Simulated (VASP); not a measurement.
Runs of VASP 6.6.1 on Ta. The structure is that of space group Im-3m (No. 229), or close to it. The cells are those of the table. 

```csv
task,cell,k mesh,cutoff (eV),gap on the mesh (eV),pressure (GPa)
single point,"a = 2.888 Å, angles 109.5°, 1 atom",13 × 13 × 13,520,none,0.1
single point,"a = 2.963 Å, angles 109.5°, 1 atom",22 × 22 × 22,520,none,(b)
relaxation of cell and atoms,"relaxed from a = 2.863 Å, angles 109.5°, 1 atom",13 × 13 × 13,600,none,0.0
single point,"a = 2.768 Å, angles 109.5°, 1 atom",22 × 22 × 22,520,none,30.6
single point,"a = 2.888 Å, angles 109.5°, 1 atom",22 × 22 × 22,520,none,0.0
single point,"a = 2.809 Å, angles 109.5°, 1 atom",22 × 22 × 22,520,none,18.4
single point,"a = 3.000 Å, angles 109.5°, 1 atom",22 × 22 × 22,520,none,-17.3
single point,"a = 2.849 Å, angles 109.5°, 1 atom",22 × 22 × 22,520,none,(a)
single point,"a = 2.926 Å, angles 109.5°, 1 atom",22 × 22 × 22,520,none,-6.9
```

Alike in all rows: level revPBE; potentials or basis VASP PAW PBE potentials, release 64 (Ta_pv); no spin polarisation; smearing fermi-dirac 0.1 eV.

**Question.** Fill in the values left out.

**Answer.** (a) 8.3; (b) -12.6.

Caveats: the PAW data sets were made with another functional, which shifts forces and pressure a little; spin-orbit coupling is left out, which moves the levels of the heavy elements; the cell stands under tension (at least some runs); the cell stands under pressure (at least some runs).

A k mesh can miss the band edges, and the runs leave out spin-orbit coupling on Ta.

A gap of «none» marks levels without a gap at the run's occupations.
